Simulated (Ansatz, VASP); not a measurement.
TiAl in VASP and in Ansatz

INCAR

```
SYSTEM = TiAl
PREC = Accurate ; ENCUT = 500
EDIFF = 1E-6 ; ISMEAR = 0
SIGMA = 0.1 ; LREAL = .FALSE.
LASPH = .TRUE. ; NELM = 120
ALGO = Normal ; ISIF = 2
LWAVE = .FALSE. ; LCHARG = .TRUE.
GGA = PE ; LELF = .TRUE.
LVHAR = .TRUE. ; NBANDS = 14
GGA_COMPAT = .FALSE.
```

KPOINTS

```
Automatic mesh
0
G
  14 14 14
  0 0 0
```

The input POSCAR:

```
TiAl
1.0
    3.2621965236      0.0000000000      0.0000000000
    0.0000000000      3.2621965236      0.0000000000
    0.0000000000      0.0000000000      3.2621965236
Ti Al
1 1
Direct
    0.0000000000      0.0000000000      0.0000000000
    0.5000000000      0.5000000000      0.5000000000
```

Input for Ansatz:

```yaml
crystal:
  lattice:
    - [3.2621965236, 0.0, 0.0]
    - [0.0, 3.2621965236, 0.0]
    - [0.0, 0.0, 3.2621965236]
  atoms:
    - { symbol: Ti, position: [0.0, 0.0, 0.0] }
    - { symbol: Al, position: [0.5, 0.5, 0.5] }
basis:
  ecutwfc: 420
kpoints:
  mp_grid: { grid: [14, 14, 14] }
hamiltonian:
  xc: pbe
scf:
  occupations: { method: gaussian, width: 0.1 }
output:
  forces: true
  stress: true
  eigenvalues: true
```

Alike in both runs: task single point; functional PBE; k mesh 14 × 14 × 14; occupations gaussian, width 0.1 eV; no spin polarisation.

|  | VASP | Ansatz |
| --- | --- | --- |
| version | VASP 6.6.1 | Ansatz 0.2.0 |
| potentials or method | VASP PAW PBE potentials, release 64 (Ti_sv, Al), cutoff 500 eV | scalar-relativistic, plane waves, PAW |
| valence electrons in the cell | 15 | 15 |

Ansatz gave:

| Quantity | Value |
| --- | --- |
| gap on the k mesh at the Fermi level (eV) | none |
| pressure (GPa) | -6.8 |

**Question.** Estimate VASP's values.

**Answer.** gap on the k mesh at the Fermi level (eV): none; pressure (GPa): -6.9.

A gap of «none» marks a metal or a gap that the smearing closes.
